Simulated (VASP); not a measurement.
Wanted: the native input for a VASP 6.6.1 run.

* Task: single point
* Functional: PBE
* Potentials or basis: VASP PAW PBE potentials, release 64 (Sr_sv, O)
* Cutoff: 600 eV
* k mesh: 6 × 6 × 6
* Occupations: gaussian, width 0.05 eV
* Spin: no spin polarisation
* Dipole correction: no
* Further INCAR settings: ALGO = Normal; EDIFF = 1e-06; NBANDS = 24

The structure of SrO lies in POSCAR:

```
SrO
1.0
    4.2754662656      0.0000000000      0.0000000000
   -2.1377331328      3.7026623990      0.0000000000
    0.0000000000      0.0000000000      5.1555949900
Sr O
2 2
Direct
    0.3333333333      0.6666666667      0.9381277000
    0.6666666667      0.3333333333      0.4381277000
    0.3535890283      0.7071780565      0.4368723000
    0.6869223616      0.3738447232      0.9368723000
```

This cell differs from its parent crystal: all O atoms moved +0.150 Å, as atom 3 along Cartesian [0 1 0].

The input as run:

INCAR

```
  ALGO = Normal
  EDIFF = 1E-6
  ENCUT = 600
  GGA = PE
  GGA_COMPAT = False
  ISIF = 2
  ISMEAR = 0
  LASPH = True
  LCHARG = True
  LELF = True
  LREAL = False
  LVHAR = True
  LWAVE = False
  NBANDS = 24
  NELM = 120
  PREC = Accurate
  SIGMA = 0.05
```

KPOINTS

```
k-points
0
Gamma
  6 6 6
```

Potentials or basis: VASP PAW PBE potentials, release 64 (Sr_sv, O).

The run is started by

```bash
$ cat potpaw_PBE.64/Sr_sv/POTCAR potpaw_PBE.64/O/POTCAR > POTCAR
$ mpirun -np 1 vasp_std > vasp.out
```

It gave:

| Quantity | Value |
| --- | --- |
| Pressure | 1.9 GPa |
| Largest force | 0.905 eV/Å |
| Band gap on the k mesh | 2.66 eV, direct |

Caveat: the cell differs from its parent crystal (all O atoms moved +0.150 Å, as atom 3 along Cartesian [0 1 0]).

Wall time 2.1 min on 1 thread of AMD EPYC 7R13 Processor (Zen 3) (shared host), peak memory 0.27 GiB.
